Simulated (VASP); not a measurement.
# SrO (Fm-3m) in VASP: further runs

Runs on SrO. Level: PBEsol. Tasks: single point.

Program: VASP 6.6.1. These are calculated values, not measurements. Logs are shortened: lines on timing, memory, paths and dates and some standing lists are left out, and cuts for length are marked.

### Step 1. The cell of the first run

It takes space group Fm-3m (No. 225, cubic). The conventional cell has a = 5.123 Å, b = 5.123 Å, c = 5.123 Å, α = 90.00°, β = 90.00°, γ = 90.00°. Sr (site symmetry m-3m) has 6 O at 2.56 Å within 3.4 Å. Within 3.4 Å of O (site symmetry m-3m) lie 6 Sr at 2.56 Å.

### Step 2. Single point, PBEsol

Contents of INCAR:

```
PREC = Accurate
ENCUT = 520
EDIFF = 1E-6
ISMEAR = -1
SIGMA = 0.08
LREAL = False
LASPH = True
NELM = 100
ALGO = Normal
ISIF = 2
LWAVE = False
LCHARG = True
GGA = PS
LELF = True
LVHAR = True
NBANDS = 15
```

Contents of KPOINTS:

```
regular mesh
0
Gamma
  16 16 16
```

Contents of POSCAR:

```
SrO
1.0
    0.0000000000      2.5614442881      2.5614442881
    2.5614442881      0.0000000000      2.5614442881
    2.5614442881      2.5614442881      0.0000000000
Sr O
1 1
Direct
    0.5000000000      0.5000000000      0.5000000000
    0.0000000000      0.0000000000      0.0000000000
```

Potentials or basis: VASP PAW PBE potentials, release 64 (Sr_sv, O).

Started as:

```bash
cat potpaw_PBE.64/Sr_sv/POTCAR potpaw_PBE.64/O/POTCAR > POTCAR
mpirun -np 1 vasp_std > vasp.out
```

OUTCAR:

```text
PREC = Accurate
   ENCUT = 520
   EDIFF = 1E-6
   ISMEAR = -1
   LREAL = False
   LASPH = True
   NELM = 100
   ISIF = 2
   GGA = PS

 ion  position               nearest neighbor table
   1  0.500  0.500  0.500-   2 2.56   2 2.56   2 2.56   2 2.56   2 2.56   2 2.56
   2  0.000  0.000  0.000-   1 2.56   1 2.56   1 2.56   1 2.56   1 2.56   1 2.56

  LATTYP: Found a face centered cubic cell.
 ALAT       =     5.1228885762

  Lattice vectors:

 A1 = (   0.0000000000,   2.5614442881,   2.5614442881)
 A2 = (   2.5614442881,   0.0000000000,   2.5614442881)
 A3 = (   2.5614442881,   2.5614442881,   0.0000000000)

Analysis of symmetry for initial positions (statically):
=====================================================================
 Subroutine PRICEL returns:
 Original cell was already a primitive cell.

 Routine SETGRP: Setting up the symmetry group for a
 face centered cubic supercell.

 Subroutine GETGRP returns: Found 48 space group operations
 (whereof 48 operations were pure point group operations)
 out of a pool of 48 trial point group operations.

The static configuration has the point symmetry O_h .

Analysis of symmetry for dynamics (positions and initial velocities):
=====================================================================
 Subroutine PRICEL returns:
 Original cell was already a primitive cell.

 Routine SETGRP: Setting up the symmetry group for a
 face centered cubic supercell.

 Subroutine GETGRP returns: Found 48 space group operations
 (whereof 48 operations were pure point group operations)
 out of a pool of 48 trial point group operations.

The dynamic configuration has the point symmetry O_h .

 Subroutine INISYM returns: Found 48 space group operations
 (whereof 48 operations are pure point group operations),
 and found     1 'primitive' translations

----------------------------------------------------------------------------------------

                                     Primitive cell

  volume of cell :      33.6113

  direct lattice vectors                    reciprocal lattice vectors
     0.000000000  2.561444288  2.561444288    -0.195202372  0.195202372  0.195202372
     2.561444288  0.000000000  2.561444288     0.195202372 -0.195202372  0.195202372
     2.561444288  2.561444288  0.000000000     0.195202372  0.195202372 -0.195202372

  length of vectors
     3.622429251  3.622429251  3.622429251     0.338100426  0.338100426  0.338100426

  position of ions in fractional coordinates (direct lattice)
     0.500000000  0.500000000  0.500000000
[... 88 lines left out ...]
   PSTRESS=    0.0 pullay stress
   NELECT =      16.0000    total number of electrons
   NUPDOWN=      -1.0000    fix difference up-down
   EMIN   =  10.00;   EMAX   =-10.00  energy-range for DOS
   EFERMI =   0.00;   METHOD = LEGACY
   ISMEAR =    -1;   SIGMA  =   0.08  broadening in eV -4-tet -1-fermi 0-gaus
   EFERMI_NEDOS =   21; number of points for ismear=-14 and -15
   IALGO  =     38    algorithm
   IMIX   =      4    mixing-type and parameters
     AMIX     =   0.40;   BMIX     =  1.00
     AMIX_MAG =   1.60;   BMIX_MAG =  1.00
  volume/ion in A,a.u.               =      16.81       113.41
  Fermi-wavevector in a.u.,A,eV,Ry     =   1.278262  2.415565 22.231294  1.633954
  Thomas-Fermi vector in A             =   2.410815
   LORBIT       =      0    0 simple, 1 ext, 2 COOP (PROOUT), +10 PAW based schemes
   GGA     = PS    functional components
   LHFCALC =     F    Hartree Fock is set to
   AEXX    =    0.0000 exact exchange contribution
   IVDW    =     0    specifies the selected vdW correction
   LEPSILON=     F    determine dielectric tensor
   LRPA    =     F    only Hartree local field effects (RPA)
 non-spin polarized calculation
  energy-cutoff  :      520.00
  volume of cell :       33.61
 maximum number of plane-waves:       934
   NGX = 13   NGY = 13   NGZ = 13

 number of electron      15.9999996 magnetization

 Free energy of the ion-electron system (eV)
  ---------------------------------------------------
  ext. energy  EPLUGINS =         0.00000000
  ---------------------------------------------------
  free energy    TOTEN  =       -12.63919450 eV

  energy without entropy =      -12.63919450  energy(sigma->0) =      -12.63919450

 E-fermi :   3.2543     XC(G=0): -10.3310

 val. band max:        1.5414483759   @ k =   0.0000   0.0000   0.0000
 cond. band min:       4.6885491143   @ k =   0.5000   0.5000   0.0000
 fundamental gap:      3.1471007383
 Fermi energy:         3.2542628369

 k-point     1 :       0.0000    0.0000    0.0000
  band No.  band energies     occupation
      1     -30.6571      2.00000
      2     -13.4704      2.00000
      3     -12.2978      2.00000
      4     -12.2978      2.00000
      5     -12.2978      2.00000
      6       1.5414      2.00000
      7       1.5414      2.00000
      8       1.5414      2.00000
      9       5.4431      0.00000
     10       7.7269      0.00000
     11       7.7269      0.00000
     12       7.7269      0.00000
     13       9.9474      0.00000
     14       9.9474      0.00000
[... 401 lines left out ...]
      2     -13.7296      2.00000
      3     -12.3288      2.00000
      4     -12.2967      2.00000
      5     -12.0637      2.00000
      6       1.1733      2.00000
      7       1.3568      2.00000
      8       1.4966      2.00000
      9       5.9251      0.00000
     10       7.5385      0.00000
     11       7.8686      0.00000
     12       8.0719      0.00000
     13      10.1492      0.00000
     14      10.3137      0.00000
     15      14.7868      0.00000

 [... further k-points ...]

------------------------ aborting loop because EDIFF is reached ----------------------------------------

  FORCE on cell =-STRESS in cart. coord.  units (eV):
  Direction    XX          YY          ZZ          XY          YZ          ZX
  --------------------------------------------------------------------------------------
  -------------------------------------------------------------------------------------
  Total        0.1282522      0.1282522      0.1282522      0.0000000      0.0000000     -0.0000000
  in kB        6.1135083      6.1135083      6.1135083      0.0000000      0.0000000     -0.0000000
  external PRESSURE =       6.1135083 kB  Pullay stress =       0.0000000 kB

 VOLUME and BASIS-vectors are now :
 -----------------------------------------------------------------------------
  energy-cutoff  :      520.00
  volume of cell :       33.61
      direct lattice vectors                 reciprocal lattice vectors
     0.000000000  2.561444288  2.561444288    -0.195202372  0.195202372  0.195202372
     2.561444288  0.000000000  2.561444288     0.195202372 -0.195202372  0.195202372
     2.561444288  2.561444288  0.000000000     0.195202372  0.195202372 -0.195202372

 POSITION                                       TOTAL-FORCE (eV/Angst)
 -----------------------------------------------------------------------------------
      2.56144      2.56144      2.56144        -0.000000      0.000000     -0.000000
      0.00000      0.00000      0.00000         0.000000     -0.000000      0.000000
 -----------------------------------------------------------------------------------
    total drift:                                0.000000      0.000000      0.000000

  FREE ENERGIE OF THE ION-ELECTRON SYSTEM (eV)
  ---------------------------------------------------
  free  energy   TOTEN  =       -12.6391944961 eV

  energy  without entropy=      -12.6391944959  energy(sigma->0) =      -12.63919450
```

stdout:

```text
POSCAR found type information on POSCAR SrO
 POSCAR found :  2 types and       2 ions
 scaLAPACK will be used
 -----------------------------------------------------------------------------
|                                                                             |
|                                                                             |
|     You enforced a specific xc type in the INCAR file but a different       |
|     I HOPE YOU KNOW WHAT YOU ARE DOING!                                     |
|                                                                             |
 -----------------------------------------------------------------------------

 LDA part: xc-table for (Slater+PW92), standard interpolation
 POSCAR, INCAR and KPOINTS ok, starting setup
 FFT: planning ... GRIDC
 FFT: planning ... GRID_SOFT
 FFT: planning ... GRID
 WAVECAR not read
 entering main loop
```

It took 28 s on 1 thread of Intel Xeon 6975P-C (Granite Rapids), shared host; peak memory 0.21 GiB.

What came out:

```
Free energy            : -12.6392 eV
Pressure               : 0.6 GPa
Band gap on the k mesh : 3.15 eV, indirect (least direct gap 3.23 eV)
```

Caveat: the PAW data sets were made with another functional, which shifts forces and pressure a little.

### Step 3. Single point, PBEsol

This run uses another cell than the first one, of 14.88 Å³/atom, 0.885 times its volume.

Contents of INCAR:

```
PREC = Accurate
ENCUT = 520
EDIFF = 1E-6
ISMEAR = 0
SIGMA = 0.01
LREAL = F
LASPH = T
NELM = 100
ALGO = Normal
ISIF = 2
LWAVE = F
LCHARG = F
GGA = PS
NBANDS = 15
```

Contents of KPOINTS:

```
Automatic mesh
0
Gamma
  8 8 8
```

Contents of POSCAR:

```
SrO
1.0
    0.0000000000      2.4596435320      2.4596435320
    2.4596435320      0.0000000000      2.4596435320
    2.4596435320      2.4596435320      0.0000000000
Sr O
1 1
Direct
    0.5000000000      0.5000000000      0.5000000000
    0.0000000000      0.0000000000      0.0000000000
```

Potentials or basis: VASP PAW PBE potentials, release 64 (Sr_sv, O).

Started as:

```bash
cat potpaw_PBE.64/Sr_sv/POTCAR potpaw_PBE.64/O/POTCAR > POTCAR
mpirun -np 1 vasp_std > vasp.out
```

It took 13 s on 1 thread of Intel Xeon Platinum 8259CL at 2.50GHz (Skylake/Cascade Lake), shared host; peak memory 0.15 GiB.

It converged, with:

```yaml
Free_energy: -12.4550 eV
Pressure: 16.1 GPa
Band_gap_on_the_k_mesh: 2.98 eV, direct
```

Levels at points of the mesh, in eV from the valence-band top:
| k point | band 5 | band 6 | band 7 | band 8 | band 9 | band 10 | band 11 | band 12 |
| --- | --- | --- | --- | --- | --- | --- | --- | --- |
| (0.00, 0.00, 0.00) | -13.34 | -0.03 | -0.03 | -0.03 | 4.80 | 6.38 | 6.38 | 6.38 |
| (0.50, 0.00, 0.00) | -12.04 | -2.53 | -1.48 | -1.48 | 7.03 | 9.35 | 9.58 | 9.58 |
| (0.50, 0.50, 0.00) | -13.91 | -0.17 | 0.00 | 0.00 | 2.98 | 8.80 | 11.05 | 11.42 |

Caveat: the PAW data sets were made with another functional, which shifts forces and pressure a little.

### Step 4. Single point, PBEsol

This run uses another cell than the first one, of 15.75 Å³/atom, 0.937 times its volume.

Contents of INCAR:

```
SYSTEM = SrO
PREC = Accurate ; ENCUT = 520
EDIFF = 1E-6 ; ISMEAR = 0
SIGMA = 0.01 ; LREAL = .FALSE.
LASPH = .TRUE. ; NELM = 100
ALGO = Normal ; ISIF = 2
LWAVE = .FALSE. ; LCHARG = .FALSE.
GGA = PS ; NBANDS = 15
```

Contents of KPOINTS:

```
regular mesh
0
G
  8 8 8
  0 0 0
```

Contents of POSCAR:

```
SrO
1.0
    0.0000000000      2.5067843746      2.5067843746
    2.5067843746      0.0000000000      2.5067843746
    2.5067843746      2.5067843746      0.0000000000
Sr O
1 1
Direct
    0.5000000000      0.5000000000      0.5000000000
    0.0000000000      0.0000000000      0.0000000000
```

Started as:

```bash
cat potpaw_PBE.64/Sr_sv/POTCAR potpaw_PBE.64/O/POTCAR > POTCAR
mpirun -np 1 vasp_std > vasp.out
```

Run time: 13 s. Hardware: 1 thread of Intel Xeon Platinum 8259CL at 2.50GHz (Skylake/Cascade Lake), shared host; peak memory 0.16 GiB.

Results (log left out):

```yaml
Free_energy: -12.5847 eV
Pressure: 7.9 GPa
Band_gap_on_the_k_mesh: 3.09 eV, indirect (least direct gap 3.11 eV)
```

Levels at points of the mesh, in eV from the valence-band top:
```csv
k point,band 5,band 6,band 7,band 8,band 9,band 10,band 11,band 12
"(0.00, 0.00, 0.00)",-13.55,0.00,0.00,0.00,4.38,6.31,6.31,6.31
"(0.50, 0.00, 0.00)",-12.32,-2.38,-1.31,-1.31,6.82,8.90,9.28,9.28
"(0.50, 0.50, 0.00)",-14.03,-0.28,-0.03,-0.03,3.09,8.36,10.70,10.91
```

Caveat: the PAW data sets were made with another functional, which shifts forces and pressure a little. A k mesh can miss the band edges.

### Step 5. Overview

```csv
cell,k mesh,smearing,gap on the mesh (eV),pressure (GPa)
"a = 3.622 Å, angles 60.0°, 2 atoms",16 × 16 × 16,fermi-dirac 0.08 eV,3.15,0.6
"a = 3.478 Å, angles 60.0°, 2 atoms",8 × 8 × 8,gaussian 0.01 eV,2.98,16.1
"a = 3.545 Å, angles 60.0°, 2 atoms",8 × 8 × 8,gaussian 0.01 eV,3.09,7.9
```

Alike in all rows: task single point; level PBEsol; potentials or basis VASP PAW PBE potentials, release 64 (Sr_sv, O); no spin polarisation; cutoff (eV) 520.

Caveats: the PAW data sets were made with another functional, which shifts forces and pressure a little.

Absolute energies hang on the potentials; compare differences alone.
